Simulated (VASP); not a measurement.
# MgS (I4/mmm) in VASP: notebook, part 2 of 2

VASP 6.6.1.

## (4) Single point, PBEsol (in-plane strain -0.005, then relaxed in part)

The input, INCAR:

```
SYSTEM = MgS
ALGO = Normal ; EDIFF = 1E-6
ENCUT = 520 ; GGA = PS
ISIF = 2 ; ISMEAR = 0
LASPH = .True. ; LCHARG = .False.
LREAL = .False. ; LWAVE = .False.
NBANDS = 11 ; NELM = 60
PREC = Accurate ; SIGMA = 0.01
```

The input, KPOINTS:

```
k-points
0
Gamma
  8 8 8
  0 0 0
```

The input, POSCAR:

```
MgS
1.0
    2.5780062157      2.5780062157      0.0000000000
   -2.5780062157      2.5780062157      0.0000000000
    0.0000000000      2.5780062157      2.5987339038
Mg S
1 1
Direct
    0.0000000000      0.0000000000      0.0000000000
    0.5000000000      0.5000000000      0.0000000000
```

Potentials or basis: VASP PAW PBE potentials, release 64 (Mg, S).

On the command line:

```console
cat potpaw_PBE.64/Mg/POTCAR potpaw_PBE.64/S/POTCAR > POTCAR
mpirun -np 1 vasp_std > vasp.out
```

OUTCAR:

```text
SYSTEM = MgS
   EDIFF = 1E-6
   ENCUT = 520
   GGA = PS
   ISIF = 2
   ISMEAR = 0
   LASPH = .True.
   LREAL = .False.
   NELM = 60
   PREC = Accurate

 ion  position               nearest neighbor table
   1  0.000  0.000  0.000-   2 2.58   2 2.58   2 2.58   2 2.58   2 2.60   2 2.60
   2  0.500  0.500  0.000-   1 2.58   1 2.58   1 2.58   1 2.58   1 2.60   1 2.60

  LATTYP: Found a body centered tetragonal cell.
 ALAT       =     3.6458513541
 C/A-ratio  =     1.4255841236

  Lattice vectors:

 A1 = (   2.5780062157,   0.0000000000,  -2.5987339038)
 A2 = (  -2.5780062157,   0.0000000000,  -2.5987339038)
 A3 = (   0.0000000000,   2.5780062157,   2.5987339038)

Analysis of symmetry for initial positions (statically):
=====================================================================
 Subroutine PRICEL returns:
 Original cell was already a primitive cell.

 Routine SETGRP: Setting up the symmetry group for a
 body centered tetragonal supercell.

 Subroutine GETGRP returns: Found 16 space group operations
 (whereof 16 operations were pure point group operations)
 out of a pool of 16 trial point group operations.

The static configuration has the point symmetry D_4h.

Analysis of symmetry for dynamics (positions and initial velocities):
=====================================================================
 Subroutine PRICEL returns:
 Original cell was already a primitive cell.

 Routine SETGRP: Setting up the symmetry group for a
 body centered tetragonal supercell.

 Subroutine GETGRP returns: Found 16 space group operations
 (whereof 16 operations were pure point group operations)
 out of a pool of 16 trial point group operations.

The dynamic configuration has the point symmetry D_4h.

 Subroutine INISYM returns: Found 16 space group operations
 (whereof 16 operations are pure point group operations),
 and found     1 'primitive' translations

----------------------------------------------------------------------------------------

[... 114 lines left out ...]
  Fermi-wavevector in a.u.,A,eV,Ry     =   1.005352  1.899840 13.751859  1.010733
  Thomas-Fermi vector in A             =   2.138026
   LORBIT       =      0    0 simple, 1 ext, 2 COOP (PROOUT), +10 PAW based schemes
   GGA     = PS    functional components
   LHFCALC =     F    Hartree Fock is set to
   AEXX    =    0.0000 exact exchange contribution
   IVDW    =     0    specifies the selected vdW correction
   LEPSILON=     F    determine dielectric tensor
   LRPA    =     F    only Hartree local field effects (RPA)
 non-spin polarized calculation
 Gauss-broadening in eV      SIGMA  =   0.01
  energy-cutoff  :      520.00
  volume of cell :       34.54
 maximum number of plane-waves:       942
   NGX = 13   NGY = 13   NGZ = 13

 number of electron       7.9999999 magnetization

 Free energy of the ion-electron system (eV)
  ---------------------------------------------------
  ext. energy  EPLUGINS =         0.00000000
  ---------------------------------------------------
  free energy    TOTEN  =        -9.07432610 eV

  energy without entropy =       -9.07432610  energy(sigma->0) =       -9.07432610

 E-fermi :   4.0068     XC(G=0):  -9.9169

 val. band max:        3.8732657125   @ k =   0.0000   0.0000   0.0000
 cond. band min:       6.5804272574   @ k =   0.5000   0.5000   0.0000
 fundamental gap:      2.7071615450
 Fermi energy:         4.0067840581

 k-point     1 :       0.0000    0.0000    0.0000
  band No.  band energies     occupation
      1      -8.9456      2.00000
      2       3.8389      2.00000
      3       3.8389      2.00000
      4       3.8733      2.00000
      5       7.5964      0.00000
      6      11.6360      0.00000
      7      11.7200      0.00000
      8      11.7200      0.00000
      9      14.1258      0.00000
     10      14.2394      0.00000
     11      16.1923      0.00000
[... 309 lines left out ...]
 k-point    24 :       0.3750    0.0000    0.1250
  band No.  band energies     occupation
      1      -8.0687      2.00000
      2       0.4056      2.00000
      3       2.5913      2.00000
      4       3.5051      2.00000
      5       9.4579      0.00000
      6      10.9657      0.00000
      7      11.4997      0.00000
      8      11.9812      0.00000
      9      13.7184      0.00000
     10      16.6343      0.00000
     11      16.8170      0.00000

 [... further k-points ...]
[... 5 lines left out ...]
  --------------------------------------------------------------------------------------
  -------------------------------------------------------------------------------------
  Total        0.1430200      0.1430200     -0.0542629      0.0000000     -0.0000000      0.0000000
  in kB        6.6335765      6.6335765     -2.5168297      0.0000000     -0.0000000      0.0000000
  external PRESSURE =       3.5834411 kB  Pullay stress =       0.0000000 kB

 VOLUME and BASIS-vectors are now :
 -----------------------------------------------------------------------------
  energy-cutoff  :      520.00
  volume of cell :       34.54
      direct lattice vectors                 reciprocal lattice vectors
     2.578006216  2.578006216  0.000000000     0.193948330  0.193948330 -0.192401384
    -2.578006216  2.578006216  0.000000000    -0.193948330  0.193948330 -0.192401384
     0.000000000  2.578006216  2.598733904     0.000000000  0.000000000  0.384802768

 POSITION                                       TOTAL-FORCE (eV/Angst)
 -----------------------------------------------------------------------------------
      0.00000      0.00000      0.00000         0.000000     -0.000000      0.000000
      0.00000      2.57801      0.00000        -0.000000      0.000000      0.000000
 -----------------------------------------------------------------------------------
    total drift:                               -0.000000      0.000000     -0.000000

  FREE ENERGIE OF THE ION-ELECTRON SYSTEM (eV)
  ---------------------------------------------------
  free  energy   TOTEN  =        -9.0743260962 eV

  energy  without entropy=       -9.0743260962  energy(sigma->0) =       -9.07432610
```

It took 12 s on 1 thread of Intel Xeon 6975P-C (Granite Rapids), shared host; peak memory 0.16 GiB.

What came out:

```
Free energy            : -9.0743 eV
Pressure               : 0.4 GPa
Band gap on the k mesh : 2.71 eV, indirect (least direct gap 3.72 eV)
```

Stress tensor (GPa, compression positive):
```
 0.66  0.00  0.00
 0.00  0.66  0.00
 0.00  0.00 -0.25
```

Caveat: the cell differs from its parent crystal (in-plane strain -0.005, then relaxed in part); the PAW data sets were made with another functional, which shifts forces and pressure a little.

## (5) Overview

```csv
cell,gap on the mesh (eV),pressure (GPa)
"a = 3.628, b = 3.628, c = 3.657 Å, angles 60.3, 60.3, 90.0°, 2 atoms",2.69,1.0
"a = 3.628, b = 3.628, c = 3.656 Å, angles 60.3, 60.3, 90.0°, 2 atoms",2.69,1.0
"a = 3.646, b = 3.646, c = 3.661 Å, angles 60.1, 60.1, 90.0°, 2 atoms",2.71,0.4
```

Alike in all rows: task single point; level PBEsol; potentials or basis VASP PAW PBE potentials, release 64 (Mg, S); no spin polarisation; k mesh 8 × 8 × 8; cutoff (eV) 520; smearing gaussian 0.01 eV.

Caveats: the PAW data sets were made with another functional, which shifts forces and pressure a little.

Total energies depend on the potentials used, so only differences within one code and one set of settings carry meaning.
